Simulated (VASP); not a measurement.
# BaTiO3 (P4mm) in VASP: notebook

The runs below take BaTiO3 through single point, with r2SCAN.

All numbers are computed with VASP 6.6.1; they aren't measurements. Logs are shortened: lines on timing, memory, paths and dates and some standing lists are left out, and cuts for length are marked.

### 1 The cell of the first run

The structure is tetragonal, space group P4mm (No. 99). Conventional cell: a = 3.813 Å, b = 3.813 Å, c = 3.948 Å, α = 90.00°, β = 90.00°, γ = 90.00°. Ba (site symmetry 4mm) has 12 O at 2.70 to 2.77 Å and 8 Ti at 3.32 to 3.36 Å within 3.6 Å. Ti (site symmetry 4mm) has 6 O at 1.90 to 2.05 Å within 2.5 Å. O (site symmetry 2mm) has 2 Ti at 1.91 Å within 2.5 Å. Within 2.5 Å of O (site symmetry 4mm) lie 2 Ti at 1.90 to 2.05 Å.

### 2 Single point, r2SCAN (strain -4.0%)

POSCAR reads:

```
BaTiO3
1.0
    3.8131590514      0.0000000000      0.0000000000
    0.0000000000      3.8131590514      0.0000000000
    0.0000000000      0.0000000000      3.9484664854
Ba Ti O
1 1 3
Direct
    0.5000000000      0.5000000000      0.5756947647
    0.0000000000      0.0000000000      0.0851953261
    0.0000000000      0.5000000000      0.0669884550
    0.5000000000      0.0000000000      0.0669884550
    0.0000000000      0.0000000000      0.5651299892
```

INCAR.step1 reads:

```
PREC = Accurate
ENCUT = 520
ISMEAR = 0
SIGMA = 0.01
LREAL = False
LASPH = True
NELM = 100
NBANDS = 28
GGA = PE
ALGO = Normal
EDIFF = 1E-4
LWAVE = True
LCHARG = False
```

INCAR.step2 reads:

```
PREC = Accurate
ENCUT = 520
EDIFF = 1E-7
ISMEAR = 0
SIGMA = 0.01
LREAL = False
LASPH = True
NELM = 100
ALGO = Normal
ISIF = 2
LWAVE = False
LCHARG = True
METAGGA = R2SCAN
LMIXTAU = True
LELF = True
LVHAR = True
NBANDS = 28
ISTART = 1
```

KPOINTS reads:

```
regular mesh
0
Gamma
  6 6 6
```

Potentials or basis: VASP PAW PBE potentials, release 64 (Ba_sv, Ti_sv, O).

Started as:

```bash
cat potpaw_PBE.64/Ba_sv/POTCAR potpaw_PBE.64/Ti_sv/POTCAR potpaw_PBE.64/O/POTCAR > POTCAR
cp INCAR.step1 INCAR
mpirun -np 1 vasp_std > vasp.out
cp INCAR.step2 INCAR
mpirun -np 1 vasp_std > vasp.out
```

OUTCAR:

```text
PREC = Accurate
   ENCUT = 520
   EDIFF = 1E-7
   ISMEAR = 0
   LREAL = False
   LASPH = True
   NELM = 100
   ISIF = 2
   METAGGA = R2SCAN
   ISTART = 1

 ion  position               nearest neighbor table
   1  0.500  0.500  0.576-   5 2.70   5 2.70   5 2.70   5 2.70   4 2.72   3 2.72   3 2.72   4 2.72
                             3 2.77   4 2.77   3 2.77   4 2.77   2 3.32   2 3.32   2 3.32   2 3.32
   2  0.000  0.000  0.085-   5 1.90   4 1.91   3 1.91   3 1.91   4 1.91   5 2.05   1 3.32   1 3.32
                             1 3.32   1 3.32   1 3.36   1 3.36   1 3.36   1 3.36
   3  0.000  0.500  0.067-   2 1.91   2 1.91   1 2.72   1 2.72   1 2.77   1 2.77
   4  0.500  0.000  0.067-   2 1.91   2 1.91   1 2.72   1 2.72   1 2.77   1 2.77
   5  0.000  0.000  0.565-   2 1.90   2 2.05   1 2.70   1 2.70   1 2.70   1 2.70

  LATTYP: Found a simple tetragonal cell.
 ALAT       =     3.8131590514
 C/A-ratio  =     1.0354843405

  Lattice vectors:

 A1 = (   3.8131590514,   0.0000000000,   0.0000000000)
 A2 = (   0.0000000000,   3.8131590514,   0.0000000000)
 A3 = (   0.0000000000,   0.0000000000,   3.9484664854)

Analysis of symmetry for initial positions (statically):
=====================================================================
 Subroutine PRICEL returns:
 Original cell was already a primitive cell.

 Routine SETGRP: Setting up the symmetry group for a
 simple tetragonal supercell.

 Subroutine GETGRP returns: Found  8 space group operations
 (whereof  8 operations were pure point group operations)
 out of a pool of 16 trial point group operations.

The static configuration has the point symmetry C_4v.

Analysis of symmetry for dynamics (positions and initial velocities):
=====================================================================
 Subroutine PRICEL returns:
 Original cell was already a primitive cell.

 Routine SETGRP: Setting up the symmetry group for a
 simple tetragonal supercell.

 Subroutine GETGRP returns: Found  8 space group operations
 (whereof  8 operations were pure point group operations)
 out of a pool of 16 trial point group operations.

The dynamic configuration has the point symmetry C_4v.

 Subroutine INISYM returns: Found  8 space group operations
 (whereof  8 operations are pure point group operations),
 and found     1 'primitive' translations

[... 94 lines left out ...]
   ISPIN  =      1    spin polarized calculation?
   LNONCOLLINEAR =      F non collinear calculations
   LSORBIT =      F    spin-orbit coupling
   LASPH  =      T    aspherical Exc in radial PAW
   ENCUT  =  520.0 eV  38.22 Ry    6.18 a.u.   7.09  7.09  7.34*2*pi/ulx,y,z
   NELM   =    100;   NELMIN=  2; NELMDL=  0     # of ELM steps
   EDIFF  = 0.1E-06   stopping-criterion for ELM
   LREAL  =      F    real-space projection
   EDIFFG = 0.1E-05   stopping-criterion for IOM
   NSW    =      0    number of steps for IOM
   IBRION =     -1    ionic relax: 0-MD 1-quasi-New 2-CG
   NFREE  =      0    steps in history (QN), initial steepest desc. (CG)
   ISIF   =      2    stress and relaxation
   ISYM   =      2    0-nonsym 1-usesym 2-fastsym
   POTIM  = 0.5000    time-step for ionic-motion
   TEBEG  =    0.0;   TEEND  =   0.0 temperature during run
   PSTRESS=    0.0 pullay stress
   NELECT =      40.0000    total number of electrons
   NUPDOWN=      -1.0000    fix difference up-down
   EMIN   =  10.00;   EMAX   =-10.00  energy-range for DOS
   EFERMI =   0.00;   METHOD = LEGACY
   ISMEAR =     0;   SIGMA  =   0.01  broadening in eV -4-tet -1-fermi 0-gaus
   EFERMI_NEDOS =   21; number of points for ismear=-14 and -15
   IALGO  =     38    algorithm
   IMIX   =      4    mixing-type and parameters
     AMIX     =   0.40;   BMIX     =  1.00
     AMIX_MAG =   1.60;   BMIX_MAG =  1.00
  volume/ion in A,a.u.               =      11.48        77.49
  Fermi-wavevector in a.u.,A,eV,Ry     =   1.451316  2.742590 28.658208  2.106319
  Thomas-Fermi vector in A             =   2.568827
   LORBIT       =      0    0 simple, 1 ext, 2 COOP (PROOUT), +10 PAW based schemes
   METAGGA = R2SCAN    functional components
   LHFCALC =     F    Hartree Fock is set to
   AEXX    =    0.0000 exact exchange contribution
   IVDW    =     0    specifies the selected vdW correction
   LEPSILON=     F    determine dielectric tensor
   LRPA    =     F    only Hartree local field effects (RPA)
 non-spin polarized calculation
 Gauss-broadening in eV      SIGMA  =   0.01
  energy-cutoff  :      520.00
  volume of cell :       57.41
 maximum number of plane-waves:      1568
   NGX = 15   NGY = 15   NGZ = 15

 number of electron      39.9999995 magnetization

 Free energy of the ion-electron system (eV)
  ---------------------------------------------------
  ext. energy  EPLUGINS =         0.00000000
  ---------------------------------------------------
  free energy    TOTEN  =       -73.65251515 eV

  energy without entropy =      -73.65251515  energy(sigma->0) =      -73.65251515

 E-fermi :   4.5853     XC(G=0): -12.5574

 val. band max:        4.5084877329   @ k =   0.5000   0.5000   0.5000
 cond. band min:       6.9009698520   @ k =   0.0000   0.0000   0.0000
 fundamental gap:      2.3924821191
 Fermi energy:         4.5853067253

 k-point     1 :       0.0000    0.0000    0.0000
  band No.  band energies     occupation
      1     -53.8725      2.00000
      2     -29.1234      2.00000
      3     -29.1234      2.00000
      4     -29.1025      2.00000
      5     -20.8541      2.00000
      6     -13.6753      2.00000
[... 733 lines left out ...]
     27      13.9890      0.00000
     28      15.3053      0.00000

 [... further k-points ...]
[... 5 lines left out ...]
  --------------------------------------------------------------------------------------
  -------------------------------------------------------------------------------------
  Total       11.0374576     11.0374576      7.5002665      0.0000000     -0.0000000      0.0000000
  in kB      308.0217153    308.0217153    209.3095194      0.0000000     -0.0000000      0.0000000
  external PRESSURE =     275.1176500 kB  Pullay stress =       0.0000000 kB

 VOLUME and BASIS-vectors are now :
 -----------------------------------------------------------------------------
  energy-cutoff  :      520.00
  volume of cell :       57.41
      direct lattice vectors                 reciprocal lattice vectors
     3.813159051  0.000000000  0.000000000     0.262249748  0.000000000  0.000000000
     0.000000000  3.813159051  0.000000000     0.000000000  0.262249748  0.000000000
     0.000000000  0.000000000  3.948466485     0.000000000  0.000000000  0.253262882

 POSITION                                       TOTAL-FORCE (eV/Angst)
 -----------------------------------------------------------------------------------
      1.90658      1.90658      2.27311        -0.000000      0.000000     -0.017026
      0.00000      0.00000      0.33639        -0.000000     -0.000000     -0.067465
      0.00000      1.90658      0.26450        -0.000000      0.000000      0.012684
      1.90658      0.00000      0.26450        -0.000000     -0.000000      0.012684
      0.00000      0.00000      2.23140         0.000000     -0.000000      0.059123
 -----------------------------------------------------------------------------------
    total drift:                               -0.000000     -0.000000     -0.004910

  FREE ENERGIE OF THE ION-ELECTRON SYSTEM (eV)
  ---------------------------------------------------
  free  energy   TOTEN  =       -73.6525151499 eV

  energy  without entropy=      -73.6525151499  energy(sigma->0) =      -73.65251515
```

OUTCAR.step1:

```text
PREC = Accurate
   ENCUT = 520
   ISMEAR = 0
   LREAL = False
   LASPH = True
[... 978 lines left out ...]
      0.00000      0.00000      0.33639         0.000000      0.000000     -0.013347
      0.00000      1.90658      0.26450         0.000000      0.000000     -0.017303
      1.90658      0.00000      0.26450         0.000000      0.000000     -0.017303
      0.00000      0.00000      2.23140         0.000000      0.000000      0.059802
 -----------------------------------------------------------------------------------
    total drift:                               -0.000000     -0.000000     -0.001120

  FREE ENERGIE OF THE ION-ELECTRON SYSTEM (eV)
  ---------------------------------------------------
  free  energy   TOTEN  =       -39.2727424890 eV

  energy  without entropy=      -39.2727424890  energy(sigma->0) =      -39.27274249
```

OSZICAR.step1:

```text
N       E                     dE             d eps       ncg     rms          rms(c)
DAV:   1     0.431058873556E+03    0.43106E+03   -0.19890E+04  2240   0.155E+03
DAV:   2    -0.620892023431E+01   -0.43727E+03   -0.41616E+03  2572   0.432E+02
DAV:   3    -0.480811783240E+02   -0.41872E+02   -0.41557E+02  3064   0.133E+02
DAV:   4    -0.497640997481E+02   -0.16829E+01   -0.16800E+01  3392   0.234E+01
DAV:   5    -0.497889820680E+02   -0.24882E-01   -0.24869E-01  2968   0.266E+00    0.262E+01
DAV:   6    -0.392139528344E+02    0.10575E+02   -0.51919E+01  2988   0.715E+01    0.102E+01
DAV:   7    -0.393273078481E+02   -0.11336E+00   -0.76456E+00  2848   0.208E+01    0.786E+00
DAV:   8    -0.392622628235E+02    0.65045E-01   -0.76465E-01  2820   0.871E+00    0.257E+00
DAV:   9    -0.392817842787E+02   -0.19521E-01   -0.17600E-01  2704   0.297E+00    0.909E-01
DAV:  10    -0.392756639961E+02    0.61203E-02   -0.72118E-02  2888   0.201E+00    0.554E-01
DAV:  11    -0.392730860884E+02    0.25779E-02   -0.17953E-02  3352   0.117E+00    0.141E-01
DAV:  12    -0.392726867832E+02    0.39931E-03   -0.24793E-03  2772   0.528E-01    0.818E-02
DAV:  13    -0.392727424890E+02   -0.55706E-04   -0.20367E-04  2300   0.132E-01
   1 F= -.39272742E+02 E0= -.39272742E+02  d E =-.122107E-56
```

It took 2.1 min on 1 thread of Intel Xeon 6975P-C (Granite Rapids), shared host; peak memory 0.21 GiB.

What came out:

```yaml
Free_energy: -73.6525 eV
Pressure: 27.5 GPa
Largest_force: 0.067 eV/Å
Band_gap_on_the_k_mesh: 2.39 eV, indirect (least direct gap 2.55 eV)
```

Forces in eV/Å, atoms in the order of the input:
```
Ba   0.000  0.000 -0.017
Ti   0.000  0.000 -0.067
O    0.000  0.000  0.013
O    0.000  0.000  0.013
O    0.000  0.000  0.059
```

Levels at points of the mesh, in eV from the valence-band top:
| k point | band 18 | band 19 | band 20 | band 21 | band 22 | band 23 |
| --- | --- | --- | --- | --- | --- | --- |
| (0.00, 0.00, 0.00) | -0.22 | -0.16 | -0.16 | 2.39 | 2.44 | 2.44 |
| (0.50, 0.00, 0.00) | -2.01 | -0.94 | -0.86 | 2.65 | 4.54 | 4.55 |
| (0.50, 0.50, 0.00) | -0.69 | -0.69 | -0.09 | 4.57 | 4.57 | 5.08 |
| (0.00, 0.00, 0.50) | -1.80 | -0.75 | -0.75 | 2.57 | 4.25 | 4.25 |
| (0.50, 0.00, 0.50) | -0.99 | -0.97 | -0.27 | 4.27 | 4.56 | 4.88 |
| (0.50, 0.50, 0.50) | -0.12 | -0.12 | 0.00 | 5.22 | 5.22 | 5.39 |

Caveat: the cell differs from its parent crystal (strain -4.0%); the PAW data sets were made with another functional, which shifts forces and pressure a little; spin-orbit coupling is left out, which moves the levels of the heavy elements. A k mesh can miss the band edges.

### 3 Single point, r2SCAN (strain -3.0%)

POSCAR reads:

```
BaTiO3
1.0
    3.8528794582      0.0000000000      0.0000000000
    0.0000000000      3.8528794582      0.0000000000
    0.0000000000      0.0000000000      3.9895963446
Ba Ti O
1 1 3
Direct
    0.5000000000      0.5000000000      0.5779587516
    0.0000000000      0.0000000000      0.0910127415
    0.0000000000      0.5000000000      0.0653441490
    0.5000000000      0.0000000000      0.0653441490
    0.0000000000      0.0000000000      0.5603371988
```

INCAR.step1 reads:

```
SYSTEM = BaTiO3
PREC     = Accurate       ! precision mode
ENCUT    = 520            ! plane-wave cutoff, eV
ISMEAR   = 0              ! smearing method
SIGMA    = 0.01           ! smearing width, eV
LREAL    = .False.        ! projectors in reciprocal space
LASPH    = .True.         ! aspherical terms in the spheres
NELM     = 100            ! most SCF steps
NBANDS   = 28             ! bands
GGA      = PE             ! functional
ALGO     = Normal         ! electronic algorithm
EDIFF    = 1E-4           ! SCF threshold, eV
LWAVE    = .True.         ! write WAVECAR
LCHARG   = .False.        ! write CHGCAR
```

INCAR.step2 reads:

```
SYSTEM = BaTiO3
PREC     = Accurate       ! precision mode
ENCUT    = 520            ! plane-wave cutoff, eV
EDIFF    = 1E-6           ! SCF threshold, eV
ISMEAR   = 0              ! smearing method
SIGMA    = 0.01           ! smearing width, eV
LREAL    = .False.        ! projectors in reciprocal space
LASPH    = .True.         ! aspherical terms in the spheres
NELM     = 100            ! most SCF steps
ALGO     = Normal         ! electronic algorithm
ISIF     = 2              ! what is computed and relaxed
LWAVE    = .False.        ! write WAVECAR
LCHARG   = .True.         ! write CHGCAR
METAGGA  = R2SCAN         ! meta-GGA
LMIXTAU  = .True.       
LELF     = .True.         ! ELF
LVHAR    = .True.       
NBANDS   = 28             ! bands
ISTART   = 1
```

KPOINTS reads:

```
regular mesh
0
Gamma
  6 6 6
  0 0 0
```

Potentials or basis: VASP PAW PBE potentials, release 64 (Ba_sv, Ti_sv, O).

Started as:

```bash
cat potpaw_PBE.64/Ba_sv/POTCAR potpaw_PBE.64/Ti_sv/POTCAR potpaw_PBE.64/O/POTCAR > POTCAR
cp INCAR.step1 INCAR
mpirun -np 1 vasp_std > vasp.out
cp INCAR.step2 INCAR
mpirun -np 1 vasp_std > vasp.out
```

It took 2.3 min on 1 thread of Intel Xeon 6975P-C (Granite Rapids), shared host; peak memory 0.21 GiB.

Results (log left out):

- Free energy: -73.9157 eV
- Pressure: 19.5 GPa
- Largest force: 0.096 eV/Å
- Band gap on the k mesh: 2.34 eV, indirect (least direct gap 2.62 eV)

Forces in eV/Å, atoms in the order of the input:
```
Ba   0.000  0.000 -0.022
Ti   0.000  0.000 -0.096
O    0.000  0.000  0.015
O    0.000  0.000  0.015
O    0.000  0.000  0.087
```

Stress tensor (GPa, compression positive):
```
21.85  0.00  0.00
 0.00 21.85  0.00
 0.00  0.00 14.70
```

Levels at points of the mesh, in eV from the valence-band top:
| k point | band 18 | band 19 | band 20 | band 21 | band 22 | band 23 |
| --- | --- | --- | --- | --- | --- | --- |
| (0.00, 0.00, 0.00) | -0.34 | -0.28 | -0.28 | 2.34 | 2.51 | 2.51 |
| (0.50, 0.00, 0.00) | -1.93 | -1.07 | -0.94 | 2.69 | 4.37 | 4.39 |
| (0.50, 0.50, 0.00) | -0.81 | -0.81 | -0.08 | 4.41 | 4.41 | 4.90 |
| (0.00, 0.00, 0.50) | -1.87 | -0.75 | -0.75 | 2.51 | 4.15 | 4.15 |
| (0.50, 0.00, 0.50) | -1.03 | -1.00 | -0.30 | 4.16 | 4.39 | 4.70 |
| (0.50, 0.50, 0.50) | -0.18 | -0.18 | 0.00 | 5.01 | 5.01 | 5.17 |

Caveat: the cell differs from its parent crystal (strain -3.0%); the PAW data sets were made with another functional, which shifts forces and pressure a little; spin-orbit coupling is left out, which moves the levels of the heavy elements.

### 4 Single point, r2SCAN (strain -2.0%)

POSCAR reads:

```
BaTiO3
1.0
    3.8925998650      0.0000000000      0.0000000000
    0.0000000000      3.8925998650      0.0000000000
    0.0000000000      0.0000000000      4.0307262038
Ba Ti O
1 1 3
Direct
    0.5000000000      0.5000000000      0.5802032617
    0.0000000000      0.0000000000      0.0957206811
    0.0000000000      0.5000000000      0.0642725252
    0.5000000000      0.0000000000      0.0642725252
    0.0000000000      0.0000000000      0.5555279967
```

INCAR.step1 reads:

```
PREC = Accurate
ENCUT = 520
ISMEAR = 0
SIGMA = 0.01
LREAL = F
LASPH = T
NELM = 60
NBANDS = 28
GGA = PE
ALGO = Normal
EDIFF = 1E-4
LWAVE = T
LCHARG = F
```

INCAR.step2 reads:

```
PREC = Accurate
ENCUT = 520
EDIFF = 1E-7
ISMEAR = 0
SIGMA = 0.01
LREAL = F
LASPH = T
NELM = 60
ALGO = Normal
ISIF = 2
LWAVE = F
LCHARG = F
METAGGA = R2SCAN
LMIXTAU = T
NBANDS = 28
ISTART = 1
```

KPOINTS reads:

```
Automatic mesh
0
Gamma
  6 6 6
```

Started as:

```bash
cat potpaw_PBE.64/Ba_sv/POTCAR potpaw_PBE.64/Ti_sv/POTCAR potpaw_PBE.64/O/POTCAR > POTCAR
cp INCAR.step1 INCAR
mpirun -np 1 vasp_std > vasp.out
cp INCAR.step2 INCAR
mpirun -np 1 vasp_std > vasp.out
```

Run time: 2.3 min. Hardware: 1 thread of Intel Xeon 6975P-C (Granite Rapids), shared host; peak memory 0.21 GiB.

Results (log left out):

```
Free energy            : -74.0984 eV
Pressure               : 12.7 GPa
Largest force          : 0.121 eV/Å
Band gap on the k mesh : 2.30 eV, indirect (least direct gap 2.68 eV)
```

Forces on the atoms (eV/Å):
```
Ba   0.000  0.000 -0.025
Ti   0.000  0.000 -0.121
O    0.000  0.000  0.017
O    0.000  0.000  0.017
O    0.000  0.000  0.113
```

Stress tensor (GPa, compression positive):
```
14.16  0.00  0.00
 0.00 14.16  0.00
 0.00  0.00  9.64
```

Levels at points of the mesh, in eV from the valence-band top:
```tsv
k point	band 17	band 18	band 19	band 20	band 21	band 22	band 23	band 24
(0.00, 0.00, 0.00)	-1.40	-0.48	-0.38	-0.38	2.30	2.58	2.58	4.70
(0.50, 0.00, 0.00)	-2.06	-1.86	-1.19	-1.03	2.73	4.20	4.24	4.68
(0.50, 0.50, 0.00)	-1.90	-0.92	-0.92	-0.08	4.27	4.27	4.72	5.23
(0.00, 0.00, 0.50)	-1.95	-1.95	-0.76	-0.76	2.45	4.06	4.06	4.74
(0.50, 0.00, 0.50)	-1.82	-1.06	-1.02	-0.34	4.07	4.23	4.54	5.70
(0.50, 0.50, 0.50)	-2.45	-0.23	-0.23	0.00	4.83	4.83	4.97	7.37
```

Caveat: the cell differs from its parent crystal (strain -2.0%); the PAW data sets were made with another functional, which shifts forces and pressure a little; spin-orbit coupling is left out, which moves the levels of the heavy elements.

### 5 The runs side by side

| cell | gap on the mesh (eV) | pressure (GPa) | largest force (eV/Å) |
| --- | --- | --- | --- |
| a = 3.813, b = 3.813, c = 3.948 Å, 5 atoms | 2.39 | 27.5 | 0.07 |
| a = 3.853, b = 3.853, c = 3.990 Å, 5 atoms | 2.34 | 19.5 | 0.10 |
| a = 3.893, b = 3.893, c = 4.031 Å, 5 atoms | 2.30 | 12.7 | 0.12 |

Alike in all rows: task single point; level r2SCAN; potentials or basis VASP PAW PBE potentials, release 64 (Ba_sv, Ti_sv, O); no spin polarisation; k mesh 6 × 6 × 6; cutoff (eV) 520; smearing gaussian 0.01 eV.

Caveats: the PAW data sets were made with another functional, which shifts forces and pressure a little; spin-orbit coupling is left out, which moves the levels of the heavy elements.

Absolute energies hang on the potentials; compare differences alone.
